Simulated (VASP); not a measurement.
# Ir (P6_3/mmc) in VASP: further runs, part 2 of 2

VASP 6.6.1.

## 4. Relaxation of cell and atoms, PBE

INCAR

```
SYSTEM = Ir
PREC     = Accurate       ! precision mode
ENCUT    = 600            ! plane-wave cutoff, eV
EDIFF    = 1E-6           ! SCF threshold, eV
ISMEAR   = -1             ! smearing method
SIGMA    = 0.1            ! smearing width, eV
LREAL    = .FALSE.        ! projectors in reciprocal space
LASPH    = .TRUE.         ! aspherical terms in the spheres
NELM     = 60             ! most SCF steps
ALGO     = Normal         ! electronic algorithm
ISIF     = 3              ! what is computed and relaxed
LWAVE    = .FALSE.        ! write WAVECAR
LCHARG   = .FALSE.        ! write CHGCAR
GGA      = PE             ! functional
IBRION   = 2              ! ionic algorithm
NSW      = 60             ! ionic steps
EDIFFG   = -0.03          ! ionic threshold
```

KPOINTS

```
regular mesh
0
G
  17 17 9
  0 0 0
```

POSCAR

```
Ir
1.0
    2.7495670855      0.0000000000      0.0000000000
   -1.3747835427      2.3811949454      0.0000000000
    0.0000000000      0.0000000000      4.4524470445
Ir
2
Direct
    0.3333333333      0.6666666667      0.2500000000
    0.6666666667      0.3333333333      0.7500000000
```

Potentials or basis: VASP PAW PBE potentials, release 64 (Ir).

Command:

```sh
$ cat potpaw_PBE.64/Ir/POTCAR > POTCAR
$ mpirun -np 1 vasp_std > vasp.out
```

OUTCAR:

```text
SYSTEM = Ir
   PREC = Accurate
   ENCUT = 600
   EDIFF = 1E-6
   ISMEAR = -1
   LREAL = .FALSE.
   LASPH = .TRUE.
   NELM = 60
   ISIF = 3
   GGA = PE
   IBRION = 2
   NSW = 60
   EDIFFG = -0.03

 ion  position               nearest neighbor table
   1  0.333  0.667  0.250-   2 2.73   2 2.73   2 2.73   2 2.73   2 2.73   2 2.73
   2  0.667  0.333  0.750-   1 2.73   1 2.73   1 2.73   1 2.73   1 2.73   1 2.73

  LATTYP: Found a hexagonal cell.
 ALAT       =     2.7495670855
 C/A-ratio  =     1.6193265725

  Lattice vectors:

 A1 = (   2.7495670855,   0.0000000000,   0.0000000000)
 A2 = (  -1.3747835427,   2.3811949454,   0.0000000000)
 A3 = (   0.0000000000,   0.0000000000,   4.4524470445)

Analysis of symmetry for initial positions (statically):
=====================================================================
 Subroutine PRICEL returns:
 Original cell was already a primitive cell.

 Routine SETGRP: Setting up the symmetry group for a
 hexagonal supercell.

 Subroutine GETGRP returns: Found 24 space group operations
 (whereof 12 operations were pure point group operations)
 out of a pool of 24 trial point group operations.

The static configuration has the point symmetry D_3d.
 The point group associated with its full space group is D_6h.

Analysis of symmetry for dynamics (positions and initial velocities):
=====================================================================
 Subroutine PRICEL returns:
 Original cell was already a primitive cell.

 Routine SETGRP: Setting up the symmetry group for a
 hexagonal supercell.

 Subroutine GETGRP returns: Found 24 space group operations
 (whereof 12 operations were pure point group operations)
 out of a pool of 24 trial point group operations.

The dynamic configuration has the point symmetry D_3d.
 The point group associated with its full space group is D_6h.

 Subroutine INISYM returns: Found 24 space group operations
 (whereof 12 operations are pure point group operations),
 and found     1 'primitive' translations

----------------------------------------------------------------------------------------

                                     Primitive cell

  volume of cell :      29.1513

  direct lattice vectors                    reciprocal lattice vectors
     2.749567085  0.000000000  0.000000000     0.363693618  0.209978608  0.000000000
    -1.374783543  2.381194945  0.000000000     0.000000000  0.419957216  0.000000000
     0.000000000  0.000000000  4.452447045     0.000000000  0.000000000  0.224595597

  length of vectors
     2.749567085  2.749567085  4.452447045     0.419957216  0.419957216  0.224595597

  position of ions in fractional coordinates (direct lattice)
     0.333333333  0.666666667  0.250000000
     0.666666667  0.333333333  0.750000000

  ion indices of the primitive-cell ions
   primitive index   ion index
                 1           1
                 2           2

----------------------------------------------------------------------------------------

 KPOINTS: regular mesh

Automatic generation of k-mesh.
 Grid dimensions read from file:
 generate k-points for:   17   17    9

 Generating k-lattice:

  Cartesian coordinates                     Fractional coordinates (reciprocal lattice)
     0.021393742  0.012351683  0.000000000     0.058823529 -0.000000000  0.000000000
     0.000000000  0.024703366  0.000000000     0.000000000  0.058823529  0.000000000
     0.000000000  0.000000000  0.024955066     0.000000000  0.000000000  0.111111111

  Length of vectors
     0.024703366  0.024703366  0.024955066

  Shift w.r.t. Gamma in fractional coordinates (k-lattice)
     0.000000000  0.000000000  0.000000000

 Subroutine IBZKPT returns following result:
 ===========================================

 Found    165 irreducible k-points:

 Following reciprocal coordinates:
            Coordinates               Weight
  0.000000  0.000000  0.000000      1.000000
  0.058824  0.000000  0.000000      6.000000
  0.117647  0.000000  0.000000      6.000000
  0.176471  0.000000  0.000000      6.000000
  0.235294  0.000000  0.000000      6.000000
  0.294118  0.000000  0.000000      6.000000
[... 16 lines left out ...]
  0.411765  0.117647  0.000000     12.000000
  0.176471  0.176471  0.000000      6.000000
 [... further k-points ...]
   k-points           NKPTS =    165   k-points in BZ     NKDIM =    165   number of bands    NBANDS=     13
   number of dos      NEDOS =    301   number of ions     NIONS =      2
   total plane-waves  NPLWV =  20736
   dimension x,y,z NGX =    24 NGY =   24 NGZ =   36
   dimension x,y,z NGXF=    48 NGYF=   48 NGZF=   72
   ions per type =               2
   NGX,Y,Z   is equivalent  to a cutoff of  14.51, 14.51, 13.44 a.u.
   NGXF,Y,Z  is equivalent  to a cutoff of  29.02, 29.02, 26.88 a.u.
 SYSTEM =  Ir
   PREC   = accura    normal or accurate (medium, high low for compatibility)
   ISTART =      0    job   : 0-new  1-cont  2-samecut
   ICHARG =      2    charge: 1-file 2-atom 10-const
   ISPIN  =      1    spin polarized calculation?
   LNONCOLLINEAR =      F non collinear calculations
   LSORBIT =      F    spin-orbit coupling
   LASPH  =      T    aspherical Exc in radial PAW
   ENCUT  =  600.0 eV  44.10 Ry    6.64 a.u.   5.49  5.49  8.89*2*pi/ulx,y,z
   NELM   =     60;   NELMIN=  2; NELMDL= -5     # of ELM steps
   EDIFF  = 0.1E-05   stopping-criterion for ELM
   LREAL  =      F    real-space projection
   EDIFFG = -.3E-01   stopping-criterion for IOM
   NSW    =     60    number of steps for IOM
   IBRION =      2    ionic relax: 0-MD 1-quasi-New 2-CG
   NFREE  =      1    steps in history (QN), initial steepest desc. (CG)
   ISIF   =      3    stress and relaxation
   ISYM   =      2    0-nonsym 1-usesym 2-fastsym
   POTIM  = 0.5000    time-step for ionic-motion
   TEBEG  =    0.0;   TEEND  =   0.0 temperature during run
   PSTRESS=    0.0 pullay stress
   NELECT =      18.0000    total number of electrons
   NUPDOWN=      -1.0000    fix difference up-down
   EMIN   =  10.00;   EMAX   =-10.00  energy-range for DOS
   EFERMI =   0.00;   METHOD = LEGACY
   ISMEAR =    -1;   SIGMA  =   0.10  broadening in eV -4-tet -1-fermi 0-gaus
   EFERMI_NEDOS =   21; number of points for ismear=-14 and -15
   IALGO  =     38    algorithm
   IMIX   =      4    mixing-type and parameters
     AMIX     =   0.40;   BMIX     =  1.00
     AMIX_MAG =   1.60;   BMIX_MAG =  1.00
  volume/ion in A,a.u.               =      14.58        98.36
  Fermi-wavevector in a.u.,A,eV,Ry     =   1.394054  2.634380 26.441386  1.943387
  Thomas-Fermi vector in A             =   2.517641
   LORBIT       =      0    0 simple, 1 ext, 2 COOP (PROOUT), +10 PAW based schemes
   GGA     = PE    functional components
   LHFCALC =     F    Hartree Fock is set to
   AEXX    =    0.0000 exact exchange contribution
   IVDW    =     0    specifies the selected vdW correction
   LEPSILON=     F    determine dielectric tensor
   LRPA    =     F    only Hartree local field effects (RPA)
 conjugate gradient relaxation of ions
 non-spin polarized calculation
  energy-cutoff  :      600.00
  volume of cell :       29.15
 maximum number of plane-waves:      1002
 NGX is ok and might be reduce to    24
   NGX = 11   NGY = 11   NGZ = 17

--------------------------------------- Ionic step        1  -------------------------------------------

 number of electron      17.9999998 magnetization

 Free energy of the ion-electron system (eV)
  ---------------------------------------------------
  ext. energy  EPLUGINS =         0.00000000
  ---------------------------------------------------
  free energy    TOTEN  =       -17.59131467 eV

  energy without entropy =      -17.51139111  energy(sigma->0) =      -17.55135289

 E-fermi :  10.0031     XC(G=0): -13.8102

 val. band max:       10.0005562161   @ k =   0.2941   0.2941   0.3333
 cond. band min:      10.0163329645   @ k =   0.2353   0.0588   0.4444
 fundamental gap:      0.0157767484
 Fermi energy:        10.0031098494

 k-point     1 :       0.0000    0.0000    0.0000
  band No.  band energies     occupation
      1      -0.9051      2.00000
      2       2.1349      2.00000
      3       6.2453      2.00000
      4       6.3324      2.00000
      5       6.3324      2.00000
      6       6.9640      2.00000
      7       6.9640      2.00000
      8       7.7162      2.00000
      9       7.7162      2.00000
     10       9.2802      1.99855
     11      10.2704      0.12924
     12      10.2704      0.12924
     13      16.8431      0.00000
[... 437 lines left out ...]
  energy  without entropy=      -17.5089879287  energy(sigma->0) =      -17.54957293

--------------------------------------- Ionic step        3  -------------------------------------------

 number of electron      17.9999998 magnetization

 Free energy of the ion-electron system (eV)
  ---------------------------------------------------
  ext. energy  EPLUGINS =         0.00000000
  ---------------------------------------------------
  free energy    TOTEN  =       -17.59140970 eV

  energy without entropy =      -17.51121769  energy(sigma->0) =      -17.55131369

 E-fermi :   9.9731     XC(G=0): -13.8000

 val. band max:        9.9706240688   @ k =   0.2941   0.2941   0.3333
 cond. band min:       9.9862980653   @ k =   0.2353   0.0588   0.4444
 fundamental gap:      0.0156739965
 Fermi energy:         9.9730837176

 k-point     1 :       0.0000    0.0000    0.0000
  band No.  band energies     occupation
      1      -0.9162      2.00000
      2       2.1232      2.00000
      3       6.2251      2.00000
      4       6.3128      2.00000
      5       6.3128      2.00000
      6       6.9424      2.00000
      7       6.9424      2.00000
      8       7.6931      2.00000
      9       7.6931      2.00000
     10       9.2546      1.99849
     11      10.2398      0.12993
     12      10.2398      0.12993
     13      16.7962      0.00000
[... 397 lines left out ...]
  FREE ENERGIE OF THE ION-ELECTRON SYSTEM (eV)
  ---------------------------------------------------
  free  energy   TOTEN  =       -17.5914097015 eV

  energy  without entropy=      -17.5112176885  energy(sigma->0) =      -17.55131369

 reached required accuracy - stopping structural energy minimisation
```

It took 41 s on 1 thread of Intel Xeon 6975P-C (Granite Rapids), shared host; peak memory 0.21 GiB.

Results:

| Quantity | Value |
| --- | --- |
| Free energy | -17.5914 eV |
| Relaxed volume | 14.60 Å³/atom |
| Relaxed cell | a = 2.751 Å, b = 2.751 Å, c = 4.455 Å, α = 90.00°, β = 90.00°, γ = 120.00° |
| Space group after relaxing (to 0.05 Å) | P6_3/mmc (No. 194) |
| Energy gained by relaxing | 0.0 meV/atom |
| Ionic steps | 3 |
| Pressure after relaxing | 0.0 GPa |
| Band gap on the k mesh | zero (band 9 reaches 10.90 eV, above the bottom of band 10 at 7.78 eV) |

Final structure:
```cif
data_structure
_symmetry_space_group_name_H-M 'P 1'
_symmetry_Int_Tables_number 1
_cell_length_a 2.7511
_cell_length_b 2.7511
_cell_length_c 4.4552
_cell_angle_alpha 90.000
_cell_angle_beta 90.000
_cell_angle_gamma 120.000
_cell_volume 29.20
loop_
_atom_site_label
_atom_site_type_symbol
_atom_site_fract_x
_atom_site_fract_y
_atom_site_fract_z
_atom_site_occupancy
Ir1 Ir 0.33333 0.66667 0.25000 1
Ir2 Ir 0.66667 0.33333 0.75000 1
```

Caveat: spin-orbit coupling is left out, which moves the levels of the heavy elements.

## 5. Overview

| task | cell | cutoff (eV) | gap on the mesh (eV) | pressure (GPa) | relaxed volume (Å³/atom) |
| --- | --- | --- | --- | --- | --- |
| single point | a = 2.750, b = 2.750, c = 4.452 Å, angles 90.0, 90.0, 120.0°, 2 atoms | 520 | none | 0.5 | - |
| relaxation of cell and atoms | relaxed from a = 2.710, b = 2.710, c = 4.425 Å, angles 90.0, 90.0, 120.0°, 2 atoms | 600 | none | 0.2 | 14.59 |
| relaxation of cell and atoms | relaxed from a = 2.750, b = 2.750, c = 4.452 Å, angles 90.0, 90.0, 120.0°, 2 atoms | 600 | none | 0.0 | 14.60 |

Alike in all rows: level PBE; potentials or basis VASP PAW PBE potentials, release 64 (Ir); no spin polarisation; k mesh 17 × 17 × 9; smearing fermi-dirac 0.1 eV.

Caveats: spin-orbit coupling is left out, which moves the levels of the heavy elements.

Total energies depend on the potentials used, so only differences within one code and one set of settings carry meaning.
